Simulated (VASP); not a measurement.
# WS2 in VASP: further runs

WS2 is run at these levels: PBEsol; tasks: single point.

Program: VASP 6.6.1. These are calculated values, not measurements. Logs are shortened: lines on timing, memory, paths and dates and some standing lists are left out, and cuts for length are marked.

## 1. The cell of the first run

The cell holds a slab with vacuum, 6 atoms: a = 3.146 Å, b = 3.146 Å, c = 23.567 Å, α = 90.00°, β = 90.00°, γ = 120.00°.

## 2. Single point, PBEsol

Input file INCAR:

```
SYSTEM = WS2
ALGO     = Normal         ! electronic algorithm
EDIFF    = 1E-7           ! SCF threshold, eV
ENCUT    = 520            ! plane-wave cutoff, eV
GGA      = PS             ! functional
ISIF     = 2              ! what is computed and relaxed
ISMEAR   = 0              ! smearing method
LASPH    = .True.         ! aspherical terms in the spheres
LCHARG   = .False.        ! write CHGCAR
LREAL    = .False.        ! projectors in reciprocal space
LWAVE    = .False.        ! write WAVECAR
NBANDS   = 35             ! bands
NELM     = 80             ! most SCF steps
PREC     = Accurate       ! precision mode
SIGMA    = 0.02           ! smearing width, eV
```

Input file KPOINTS:

```
k-points
0
Gamma
  12 12 2
  0 0 0
```

Input file POSCAR:

```
WS2
1.0
    3.1458813763      0.0000000000      0.0000000000
   -1.5729406882      2.7244131892      0.0000000000
    0.0000000000      0.0000000000     23.5674595166
W S
2 4
Direct
    0.3333333333      0.6666666667      0.6345758339
    0.6666666667      0.3333333333      0.3654241661
    0.3333333333      0.6666666667      0.2989470132
    0.6666666667      0.3333333333      0.5680493291
    0.3333333333      0.6666666667      0.4319506709
    0.6666666667      0.3333333333      0.7010529868
```

Potentials or basis: VASP PAW PBE potentials, release 64 (W_sv, S).

The run is started by

```sh
cat potpaw_PBE.64/W_sv/POTCAR potpaw_PBE.64/S/POTCAR > POTCAR
mpirun -np 1 vasp_std > vasp.out
```

OUTCAR:

```text
SYSTEM = WS2
   EDIFF = 1E-7
   ENCUT = 520
   GGA = PS
   ISIF = 2
   ISMEAR = 0
   LASPH = .True.
   LREAL = .False.
   NELM = 80
   PREC = Accurate

 ion  position               nearest neighbor table
   1  0.333  0.667  0.635-   6 2.40   6 2.40   6 2.40   4 2.40   4 2.40   4 2.40
   2  0.667  0.333  0.365-   3 2.40   3 2.40   3 2.40   5 2.40   5 2.40   5 2.40
   3  0.333  0.667  0.299-   2 2.40   2 2.40   2 2.40
   4  0.667  0.333  0.568-   1 2.40   1 2.40   1 2.40
   5  0.333  0.667  0.432-   2 2.40   2 2.40   2 2.40
   6  0.667  0.333  0.701-   1 2.40   1 2.40   1 2.40

  LATTYP: Found a hexagonal cell.
 ALAT       =     3.1458813763
 C/A-ratio  =     7.4915283501

  Lattice vectors:

 A1 = (   3.1458813763,   0.0000000000,   0.0000000000)
 A2 = (  -1.5729406882,   2.7244131892,   0.0000000000)
 A3 = (   0.0000000000,   0.0000000000,  23.5674595166)

Analysis of symmetry for initial positions (statically):
=====================================================================
 Subroutine PRICEL returns:
 Original cell was already a primitive cell.

 Routine SETGRP: Setting up the symmetry group for a
 hexagonal supercell.

 Subroutine GETGRP returns: Found 12 space group operations
 (whereof 12 operations were pure point group operations)
 out of a pool of 24 trial point group operations.

The static configuration has the point symmetry D_3d.

Analysis of symmetry for dynamics (positions and initial velocities):
=====================================================================
 Subroutine PRICEL returns:
 Original cell was already a primitive cell.

 Routine SETGRP: Setting up the symmetry group for a
 hexagonal supercell.

 Subroutine GETGRP returns: Found 12 space group operations
 (whereof 12 operations were pure point group operations)
 out of a pool of 24 trial point group operations.

The dynamic configuration has the point symmetry D_3d.

 Subroutine INISYM returns: Found 12 space group operations
 (whereof 12 operations are pure point group operations),
 and found     1 'primitive' translations

----------------------------------------------------------------------------------------

                                     Primitive cell

  volume of cell :     201.9892

  direct lattice vectors                    reciprocal lattice vectors
     3.145881376  0.000000000  0.000000000     0.317875940  0.183525760  0.000000000
    -1.572940688  2.724413189  0.000000000     0.000000000  0.367051519  0.000000000
     0.000000000  0.000000000 23.567459517     0.000000000  0.000000000  0.042431387

  length of vectors
     3.145881376  3.145881376 23.567459517     0.367051519  0.367051519  0.042431387

  position of ions in fractional coordinates (direct lattice)
     0.333333333  0.666666667  0.634575834
     0.666666667  0.333333333  0.365424166
     0.333333333  0.666666667  0.298947013
     0.666666667  0.333333333  0.568049329
     0.333333333  0.666666667  0.431950671
     0.666666667  0.333333333  0.701052987

  ion indices of the primitive-cell ions
   primitive index   ion index
                 1           1
                 2           2
                 3           3
                 4           4
                 5           5
                 6           6

----------------------------------------------------------------------------------------

 KPOINTS: k-points

Automatic generation of k-mesh.
 Grid dimensions read from file:
 generate k-points for:   12   12    2

 Generating k-lattice:

  Cartesian coordinates                     Fractional coordinates (reciprocal lattice)
     0.026489662  0.015293813  0.000000000     0.083333333  0.000000000  0.000000000
     0.000000000  0.030587627  0.000000000     0.000000000  0.083333333  0.000000000
     0.000000000  0.000000000  0.021215694     0.000000000  0.000000000  0.500000000

  Length of vectors
     0.030587627  0.030587627  0.021215694

  Shift w.r.t. Gamma in fractional coordinates (k-lattice)
     0.000000000  0.000000000  0.000000000

 Subroutine IBZKPT returns following result:
 ===========================================

 Found     38 irreducible k-points:

 Following reciprocal coordinates:
            Coordinates               Weight
  0.000000  0.000000  0.000000      1.000000
  0.083333  0.000000  0.000000      6.000000
  0.166667 -0.000000  0.000000      6.000000
  0.250000  0.000000  0.000000      6.000000
  0.333333 -0.000000  0.000000      6.000000
  0.416667  0.000000  0.000000      6.000000
[... 16 lines left out ...]
  0.250000  0.000000  0.500000      6.000000
  0.333333 -0.000000  0.500000      6.000000
 [... further k-points ...]
   k-points           NKPTS =     38   k-points in BZ     NKDIM =     38   number of bands    NBANDS=     35
   number of dos      NEDOS =    301   number of ions     NIONS =      6
   total plane-waves  NPLWV = 103680
   dimension x,y,z NGX =    24 NGY =   24 NGZ =  180
   dimension x,y,z NGXF=    48 NGYF=   48 NGZF=  360
   ions per type =               2   4
   NGX,Y,Z   is equivalent  to a cutoff of  12.68, 12.68, 12.70 a.u.
   NGXF,Y,Z  is equivalent  to a cutoff of  25.37, 25.37, 25.39 a.u.
 SYSTEM =  WS2
   PREC   = accura    normal or accurate (medium, high low for compatibility)
   ISTART =      0    job   : 0-new  1-cont  2-samecut
   ICHARG =      2    charge: 1-file 2-atom 10-const
   ISPIN  =      1    spin polarized calculation?
   LNONCOLLINEAR =      F non collinear calculations
   LSORBIT =      F    spin-orbit coupling
   LASPH  =      T    aspherical Exc in radial PAW
   ENCUT  =  520.0 eV  38.22 Ry    6.18 a.u.   5.85  5.85 43.82*2*pi/ulx,y,z
   NELM   =     80;   NELMIN=  2; NELMDL= -5     # of ELM steps
   EDIFF  = 0.1E-06   stopping-criterion for ELM
   LREAL  =      F    real-space projection
   EDIFFG = 0.1E-05   stopping-criterion for IOM
   NSW    =      0    number of steps for IOM
   IBRION =     -1    ionic relax: 0-MD 1-quasi-New 2-CG
   NFREE  =      0    steps in history (QN), initial steepest desc. (CG)
   ISIF   =      2    stress and relaxation
   ISYM   =      2    0-nonsym 1-usesym 2-fastsym
   POTIM  = 0.5000    time-step for ionic-motion
   TEBEG  =    0.0;   TEEND  =   0.0 temperature during run
   PSTRESS=    0.0 pullay stress
   NELECT =      52.0000    total number of electrons
   NUPDOWN=      -1.0000    fix difference up-down
   EMIN   =  10.00;   EMAX   =-10.00  energy-range for DOS
   EFERMI =   0.00;   METHOD = LEGACY
   ISMEAR =     0;   SIGMA  =   0.02  broadening in eV -4-tet -1-fermi 0-gaus
   EFERMI_NEDOS =   21; number of points for ismear=-14 and -15
   IALGO  =     38    algorithm
   IMIX   =      4    mixing-type and parameters
     AMIX     =   0.40;   BMIX     =  1.00
     AMIX_MAG =   1.60;   BMIX_MAG =  1.00
  volume/ion in A,a.u.               =      33.66       227.18
  Fermi-wavevector in a.u.,A,eV,Ry     =   1.041438  1.968032 14.756774  1.084592
  Thomas-Fermi vector in A             =   2.176058
   LORBIT       =      0    0 simple, 1 ext, 2 COOP (PROOUT), +10 PAW based schemes
   GGA     = PS    functional components
   LHFCALC =     F    Hartree Fock is set to
   AEXX    =    0.0000 exact exchange contribution
   IVDW    =     0    specifies the selected vdW correction
   LEPSILON=     F    determine dielectric tensor
   LRPA    =     F    only Hartree local field effects (RPA)
 non-spin polarized calculation
 Gauss-broadening in eV      SIGMA  =   0.02
  energy-cutoff  :      520.00
  volume of cell :      201.99
 maximum number of plane-waves:      5476
 NGX is ok and might be reduce to    24
   NGX = 11   NGY = 11   NGZ = 87

 number of electron      51.9999987 magnetization

 Free energy of the ion-electron system (eV)
  ---------------------------------------------------
  ext. energy  EPLUGINS =         0.00000000
  ---------------------------------------------------
  free energy    TOTEN  =       -50.52448872 eV

  energy without entropy =      -50.52448872  energy(sigma->0) =      -50.52448872

 E-fermi :   1.2516     XC(G=0):  -6.2572

 val. band max:        1.1289862271   @ k =   0.0000   0.0000   0.5000
 cond. band min:       2.6668730658   @ k =   0.1667   0.1667   0.0000
 fundamental gap:      1.5378868387
 Fermi energy:         1.2515952137

 k-point     1 :       0.0000    0.0000    0.0000
  band No.  band energies     occupation
      1     -73.0573      2.00000
      2     -73.0573      2.00000
      3     -37.3356      2.00000
      4     -37.3356      2.00000
      5     -37.1411      2.00000
      6     -37.1411      2.00000
[... 27 lines left out ...]
     34       4.0405      0.00000
     35       6.0031      0.00000

 k-point     2 :       0.0833    0.0000    0.0000
  band No.  band energies     occupation
      1     -73.0559      2.00000
      2     -73.0559      2.00000
      3     -37.3308      2.00000
      4     -37.3308      2.00000
      5     -37.1673      2.00000
      6     -37.1673      2.00000
[... 27 lines left out ...]
     34       4.0696      0.00000
     35       6.2493      0.00000

 k-point     3 :       0.1667   -0.0000    0.0000
  band No.  band energies     occupation
      1     -73.0523      2.00000
      2     -73.0522      2.00000
      3     -37.3179      2.00000
      4     -37.3179      2.00000
      5     -37.2381      2.00000
      6     -37.2381      2.00000
[... 27 lines left out ...]
     34       4.5926      0.00000
     35       6.6961      0.00000

 k-point     4 :       0.2500    0.0000    0.0000
  band No.  band energies     occupation
      1     -73.0473      2.00000
      2     -73.0473      2.00000
      3     -37.3336      2.00000
      4     -37.3336      2.00000
      5     -37.3002      2.00000
      6     -37.3002      2.00000
[... 27 lines left out ...]
     34       5.1332      0.00000
     35       7.3144      0.00000

 k-point     5 :       0.3333   -0.0000    0.0000
  band No.  band energies     occupation
      1     -73.0423      2.00000
      2     -73.0423      2.00000
      3     -37.4275      2.00000
      4     -37.4275      2.00000
      5     -37.2824      2.00000
      6     -37.2824      2.00000
[... 638 lines left out ...]
 k-point    22 :       0.1667   -0.0000    0.5000
  band No.  band energies     occupation
      1     -73.0523      2.00000
      2     -73.0522      2.00000
      3     -37.3179      2.00000
      4     -37.3179      2.00000
      5     -37.2381      2.00000
      6     -37.2381      2.00000
[... 27 lines left out ...]
     34       4.5926      0.00000
     35       6.6963      0.00000

 k-point    23 :       0.2500    0.0000    0.5000
  band No.  band energies     occupation
      1     -73.0473      2.00000
      2     -73.0473      2.00000
      3     -37.3336      2.00000
      4     -37.3336      2.00000
      5     -37.3002      2.00000
      6     -37.3002      2.00000
[... 27 lines left out ...]
     34       5.1332      0.00000
     35       7.3046      0.00000

 k-point    24 :       0.3333   -0.0000    0.5000
  band No.  band energies     occupation
      1     -73.0423      2.00000
      2     -73.0423      2.00000
      3     -37.4275      2.00000
      4     -37.4275      2.00000
      5     -37.2824      2.00000
      6     -37.2824      2.00000
[... 27 lines left out ...]
     34       5.5225      0.00000
     35       7.4113      0.00000

 [... further k-points ...]
[... 5 lines left out ...]
  --------------------------------------------------------------------------------------
  -------------------------------------------------------------------------------------
  Total        0.0772930      0.0772930      0.0828523     -0.0000000      0.0000000      0.0000000
  in kB        0.6130875      0.6130875      0.6571843     -0.0000000      0.0000000      0.0000000
  external PRESSURE =       0.6277865 kB  Pullay stress =       0.0000000 kB

 VOLUME and BASIS-vectors are now :
 -----------------------------------------------------------------------------
  energy-cutoff  :      520.00
  volume of cell :      201.99
      direct lattice vectors                 reciprocal lattice vectors
     3.145881376  0.000000000  0.000000000     0.317875940  0.183525760  0.000000000
    -1.572940688  2.724413189  0.000000000     0.000000000  0.367051519  0.000000000
     0.000000000  0.000000000 23.567459517     0.000000000  0.000000000  0.042431387

 POSITION                                       TOTAL-FORCE (eV/Angst)
 -----------------------------------------------------------------------------------
     -0.00000      1.81628     14.95534        -0.000000     -0.000000      0.001246
      1.57294      0.90814      8.61212        -0.000000      0.000000     -0.001246
     -0.00000      1.81628      7.04542        -0.000000      0.000000     -0.020790
      1.57294      0.90814     13.38748         0.000000     -0.000000     -0.020415
     -0.00000      1.81628     10.17998         0.000000      0.000000      0.020415
      1.57294      0.90814     16.52204         0.000000     -0.000000      0.020790
 -----------------------------------------------------------------------------------
    total drift:                               -0.000000      0.000000     -0.000000

  FREE ENERGIE OF THE ION-ELECTRON SYSTEM (eV)
  ---------------------------------------------------
  free  energy   TOTEN  =       -50.5244887153 eV

  energy  without entropy=      -50.5244887153  energy(sigma->0) =      -50.52448872
```

Run time: 11 min. Hardware: 1 thread of AMD EPYC 7R13, shared host; peak memory 0.41 GiB.

What came out:

```yaml
Free_energy: -50.5245 eV
Largest_force: 0.021 eV/Å
Band_gap_on_the_k_mesh: 1.54 eV, indirect (least direct gap 1.91 eV)
```

Forces in eV/Å, atoms in the order of the input:
```
W    0.000  0.000  0.001
W    0.000  0.000 -0.001
S    0.000  0.000 -0.021
S    0.000  0.000 -0.020
S    0.000  0.000  0.020
S    0.000  0.000  0.021
```

Levels at points of the mesh, in eV from the valence-band top:
```
           k point  band 24  band 25  band 26  band 27  band 28  band 29
(0.00, 0.00, 0.00)    -1.84    -0.61     0.00     2.70     2.70     2.71
(0.50, 0.00, 0.00)    -1.44    -1.29    -1.23     2.72     2.73     3.07
(0.00, 0.00, 0.50)    -1.84    -0.61     0.00     2.70     2.70     2.71
(0.50, 0.00, 0.50)    -1.44    -1.29    -1.23     2.72     2.73     3.07
```

Caveat: the PAW data sets were made with another functional, which shifts forces and pressure a little; spin-orbit coupling is left out, which moves the levels of the heavy elements.

## 3. Single point, PBEsol

This run uses another cell than the first one, of 34.62 Å³/atom, 1.028 times its volume.

Input file INCAR:

```
SYSTEM = WS2
PREC = Accurate
ENCUT = 500
EDIFF = 1E-6
ISMEAR = 0
SIGMA = 0.1
LREAL = .False.
LASPH = .True.
NELM = 120
ALGO = Normal
ISIF = 2
LWAVE = .False.
LCHARG = .True.
GGA = PS
LELF = .True.
LVHAR = .True.
NBANDS = 35
GGA_COMPAT = .False.
```

Input file KPOINTS:

```
regular mesh
0
Gamma
  6 6 1
  0 0 0
```

Input file POSCAR:

```
WS2
1.0
    3.1832085602      0.0000000000      0.0000000000
   -1.5916042801      2.7567394786      0.0000000000
    0.0000000000      0.0000000000     23.6687632500
W S
2 4
Direct
    0.3333333300      0.6666666700      0.6373175400
    0.6666666700      0.3333333300      0.3626824600
    0.3333333300      0.6666666700      0.2968161100
    0.6666666700      0.3333333300      0.5714418300
    0.3333333300      0.6666666700      0.4285581700
    0.6666666700      0.3333333300      0.7031838900
```

Potentials or basis: VASP PAW PBE potentials, release 64 (W_sv, S).

The run is started by

```sh
cat potpaw_PBE.64/W_sv/POTCAR potpaw_PBE.64/S/POTCAR > POTCAR
mpirun -np 1 vasp_std > vasp.out
```

Wall time 90 s (1 thread of Intel Xeon 6975P-C, shared host); peak memory 0.31 GiB.

Results (log left out):

```
Free energy            : -50.4908 eV
Largest force          : 0.089 eV/Å
Band gap on the k mesh : 1.46 eV, indirect (least direct gap 1.76 eV)
```

Forces in eV/Å, atoms in the order of the input:
```
W    0.000  0.000  0.007
W    0.000  0.000 -0.007
S    0.000  0.000  0.089
S    0.000  0.000  0.063
S    0.000  0.000 -0.063
S    0.000  0.000 -0.089
```

Levels at points of the mesh, in eV from the valence-band top:
```tsv
k point	band 22	band 23	band 24	band 25	band 26	band 27	band 28	band 29	band 30	band 31
(0.00, 0.00, 0.00)	-1.97	-1.96	-1.96	-0.49	0.00	2.58	2.58	2.58	2.58	2.76
(0.50, 0.00, 0.00)	-2.39	-1.62	-1.57	-1.28	-1.23	2.52	2.53	2.94	3.03	3.58
```

Caveat: the PAW data sets were made with another functional, which shifts forces and pressure a little; spin-orbit coupling is left out, which moves the levels of the heavy elements.
